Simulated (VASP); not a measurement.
Write the native input for VASP 6.6.1 that does the following.

- Task: single point
- Functional: PBE
- Potentials or basis: VASP PAW PBE potentials, release 64 (Li_sv, Tl_d, F)
- Cutoff: 750 eV
- k mesh: 6 × 6 × 6
- Occupations: gaussian, width 0.1 eV
- Spin: no spin polarisation
- Dipole correction: no
- Further INCAR settings: ALGO = Normal; EDIFF = 1e-06; NBANDS = 27

The structure of Li3TlF2 lies in POSCAR:

```
Li3TlF2
1.0
    3.1751015573      1.8331457388      3.0998401432
   -3.1751015573      1.8331457388      3.0998401432
    0.0000000000     -3.6662914776      3.0998401432
Li Tl F
3 1 2
Direct
    0.5000000000      0.5000000000      0.0000000000
    0.5000000000      0.0000000000      0.5000000000
    0.0000000000      0.5000000000      0.5000000000
    0.0000000000      0.0000000000      0.0000000000
    0.6611654129      0.6611654129      0.6611654129
    0.3388345871      0.3388345871      0.3388345871
```

These files were run (other wordings do the same):

INCAR

```
ALGO     = Normal         # electronic algorithm
EDIFF    = 1E-6           # SCF threshold, eV
ENCUT    = 750            # plane-wave cutoff, eV
GGA      = PE             # functional
GGA_COMPAT= False        
ISIF     = 2              # what is computed and relaxed
ISMEAR   = 0              # smearing method
LASPH    = True           # aspherical terms in the spheres
LCHARG   = False          # write CHGCAR
LREAL    = False          # projectors in reciprocal space
LWAVE    = False          # write WAVECAR
NBANDS   = 27             # bands
NELM     = 120            # most SCF steps
PREC     = Accurate       # precision mode
SIGMA    = 0.1            # smearing width, eV
```

KPOINTS

```
k-points
0
Gamma
  6 6 6
```

Potentials or basis: VASP PAW PBE potentials, release 64 (Li_sv, Tl_d, F).

Command:

```console
$ cat potpaw_PBE.64/Li_sv/POTCAR potpaw_PBE.64/Tl_d/POTCAR potpaw_PBE.64/F/POTCAR > POTCAR
$ mpirun -np 1 vasp_std > vasp.out
```

It gave:

| Property | Result |
| --- | --- |
| Pressure | -0.1 GPa |
| Largest force | 0.025 eV/Å |
| Band gap on the k mesh | zero (bands 18 and 19 overlap by 0.97 eV) |

Caveat: spin-orbit coupling is left out, which moves the levels of the heavy elements.

Run time: 89 s on 1 thread of Intel(R) Xeon(R) 6975P-C (Granite Rapids), on a shared host, peak memory 0.42 GiB.
